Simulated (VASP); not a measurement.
## C: single point with PBEsol

Crystal: C.

```
CELL_PARAMETERS angstrom
0.00000 1.92607 1.78340
1.92607 0.00000 1.78340
1.92607 1.92607 0.00000
ATOMIC_POSITIONS crystal
C 0.50000 0.50000 0.50000
C 0.75000 0.75000 0.75000
```

This cell differs from its parent crystal: strain +0.080 along x and y, +0.000 along z.

```
Program                : VASP 6.6.1
Task                   : single point
Functional             : PBEsol
Potentials or basis    : VASP PAW PBE potentials, release 64 (C)
Cutoff                 : 520 eV
k mesh                 : 12 × 12 × 12
Occupations            : gaussian, width 0.05 eV
Spin                   : no spin polarisation
Dipole correction      : no
Further INCAR settings : ALGO = Normal; EDIFF = 1e-06; NBANDS = 11
```

```
Pressure               : -53.8 GPa
Band gap on the k mesh : 2.01 eV (least direct gap 3.95 eV)
```

Stress tensor (GPa, compression positive):
```
-72.06   0.00   0.00
  0.00 -72.06   0.00
  0.00   0.00 -17.29
```

Levels at points of the mesh, in eV from the valence-band top:
| k point | band 1 | band 2 | band 3 | band 4 | band 5 | band 6 | band 7 | band 8 |
| --- | --- | --- | --- | --- | --- | --- | --- | --- |
| (0.00, 0.00, 0.00) | -20.20 | -0.95 | -0.95 | 0.00 | 3.95 | 4.82 | 4.82 | 9.32 |
| (0.50, 0.00, 0.00) | -15.18 | -12.49 | -3.63 | -2.51 | 5.46 | 6.85 | 8.02 | 13.44 |
| (0.50, 0.50, 0.00) | -11.70 | -11.70 | -6.73 | -6.73 | 2.61 | 2.61 | 14.14 | 14.14 |
| (0.50, 0.00, 0.50) | -12.72 | -12.72 | -5.72 | -5.72 | 4.20 | 4.20 | 13.58 | 13.58 |

Wall time 15 s on 1 thread of Intel(R) Xeon(R) Platinum 8259CL CPU @ 2.50GHz (Skylake/Cascade Lake), with other jobs on the host, peak memory 0.13 GiB.

Caveat: the cell differs from its parent crystal (strain +0.080 along x and y, +0.000 along z); the cell stands under tension; the PAW data sets were made with another functional, which shifts forces and pressure a little. A k mesh can miss the band edges.
